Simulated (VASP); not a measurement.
Crystal: NaH.

```
Na H
1.0
     0.00000    2.39751    2.39751
     2.39751    0.00000    2.39751
     2.39751    2.39751    0.00000
Na H
1 1
Direct
  0.00000 0.00000 0.00000
  0.50000 0.50000 0.50000
```

Program: VASP 6.6.1. Alike in all runs: task single point; potentials or basis VASP PAW PBE potentials, release 64 (Na_pv, H); no spin polarisation; cell as given; k mesh 6 × 6 × 6; cutoff (eV) 520; smearing gaussian 0.01 eV.

Question: Order these runs on this cell by their band gap on the k mesh, lowest first.
A. level HSE06; share of exact exchange 0.25; screening parameter 0.2079 1/Å
B. level r2SCANh; share of exact exchange 0.1
C. level PBE0; share of exact exchange 0.25
D. level HF; share of exact exchange 1

Answer: A (4.89 eV), B (5.08 eV), C (5.63 eV), D (11.76 eV).

A k mesh can miss the band edges.
